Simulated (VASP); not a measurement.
Input of a VASP 6.6.1 run:

INCAR

```
SYSTEM = Si4O7
PREC     = Accurate       ! precision mode
ENCUT    = 520            ! plane-wave cutoff, eV
EDIFF    = 1E-6           ! SCF threshold, eV
ISMEAR   = 0              ! smearing method
SIGMA    = 0.05           ! smearing width, eV
LREAL    = .FALSE.        ! projectors in reciprocal space
LASPH    = .TRUE.         ! aspherical terms in the spheres
NELM     = 60             ! most SCF steps
ALGO     = Normal         ! electronic algorithm
ISIF     = 2              ! what is computed and relaxed
LWAVE    = .FALSE.        ! write WAVECAR
LCHARG   = .FALSE.        ! write CHGCAR
GGA      = PE             ! functional
NBANDS   = 40             ! bands
```

The input KPOINTS:

```
regular mesh
0
G
  6 6 6
  0 0 0
```

Contents of POSCAR:

```
Si4O7
1.0
    0.0000000000      4.2357990674     -2.6899428419
    0.0000000000     -4.2357990674     -2.6899428419
   -4.2357990674      0.0000000000      2.6899428419
Si O
4 7
Direct
    0.2500000000      0.7500000000      0.5000000000
    0.7500000000      0.2500000000      0.5000000000
    0.0000000000      0.0000000000      1.0000000000
    0.5000000000      0.5000000000      1.0000000000
    1.0000000000      0.3069827092      0.3069827092
    0.5569827092      0.7500000000      0.8069827092
    0.0569827092      0.2500000000      0.8069827092
    0.0000000000      0.6930172908      0.6930172908
    0.4582660338      0.1447629681      0.6030290019
    0.9430172908      0.7500000000      0.1930172908
    0.4430172908      0.2500000000      0.1930172908
```

Potentials or basis: VASP PAW PBE potentials, release 64 (Si, O).

Run with:

```bash
$ cat potpaw_PBE.64/Si/POTCAR potpaw_PBE.64/O/POTCAR > POTCAR
$ mpirun -np 1 vasp_std > vasp.out
```

**Question.** What does it give for the pressure?

**Answer.** 5.2 GPa.

**Question.** Estimate the band gap on the k mesh.

**Answer.** 1.51 eV.

**Question.** Predict the largest force.

**Answer.** 6.707 eV/Å.

Stress tensor (GPa, compression positive):
```
 3.96 -1.73  0.00
-1.73  2.82  0.00
 0.00  0.00  8.77
```

Caveat: the cell differs from its parent crystal (atoms taken out, atom 9 moved 0.125 of the way to it and -0.250 Å across, host rigid).
